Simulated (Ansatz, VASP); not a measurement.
## One calculation of ScGa5S, two programs

```
CELL_PARAMETERS angstrom
3.94529 0.00000 0.00000
0.00000 3.94529 0.00000
0.00000 0.00000 8.63341
ATOMIC_POSITIONS crystal
Sc 0.00000 0.00000 0.00000
Ga 0.50000 0.50000 0.00000
Ga 0.50000 0.00000 0.26490
Ga 0.00000 0.50000 0.26490
Ga 0.50000 0.00000 0.73510
Ga 0.00000 0.50000 0.73510
S 0.00000 0.00000 0.50000
```

Change from the starting cell: species swapped into the YbIn5Rh type (P4/mmm, No. 123).

Alike in both runs: functional PBE; k mesh 4 × 4 × 3; occupations gaussian, width 0.2 eV; no spin polarisation.

Ansatz relaxed the structure, and its values are those at the end. VASP's run is a single point on that final structure, the one shown.

|  | VASP | Ansatz |
| --- | --- | --- |
| version | VASP 6.6.1 | Ansatz 0.2.0 |
| potentials or method | VASP PAW PBE potentials, release 64 (Sc_sv, Ga_d, S), cutoff 520 eV | scalar-relativistic, plane waves, PAW |
| valence electrons in the cell | 82 | 82 |

```tsv
	VASP	Ansatz	Ansatz less VASP
gap on the k mesh at the Fermi level (eV)	none	none	-
pressure (GPa)	0.1	-0.1	-0.12
rms of the force components (eV/Å)	0.007	0.008	+0.0014
```

A gap of «none» marks a metal or a gap that the smearing closes.

The k mesh is coarse, so the values compare programs but aren't converged.
